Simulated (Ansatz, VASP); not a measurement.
## One calculation of Si2N, two programs

```xyz
3
Lattice="1.9964 -2.7230 0.0000 1.9964 2.7230 0.0000 0.0000 0.0000 3.3381" Properties=species:S:1:pos:R:3 pbc="T T T"
Si    1.9964    2.1616    1.6690
Si    1.9964   -2.1616    1.6690
N     1.9964    0.0000    0.0000
```

Change from the starting cell: species swapped into the CsO2 type (Cmmm, No. 65).

Alike in both runs: task relaxation of cell and atoms; functional PBE; k mesh 6 × 6 × 6; occupations gaussian, width 0.1 eV; no spin polarisation.

```csv
,VASP,Ansatz
version,VASP 6.6.1,Ansatz 0.2.0
potentials or method,"VASP PAW PBE potentials, release 64 (Si, N), cutoff 600 eV","scalar-relativistic, plane waves, PAW"
valence electrons in the cell,13,13
```

|  | VASP | Ansatz | Ansatz less VASP |
| --- | --- | --- | --- |
| gap on the k mesh at the Fermi level, each at its own relaxed structure (eV) | none | none | - |
| relaxed volume (Å³/atom) | 11.36 | 13.99 | +2.630 |
| relaxed cell length with the largest relative difference (Å) | 4.479 | 4.264 | -0.2150 |

A gap of «none» marks a metal or a gap that the smearing closes. One of these differences is far larger than is usual between the two programs; its cause wasn't traced.
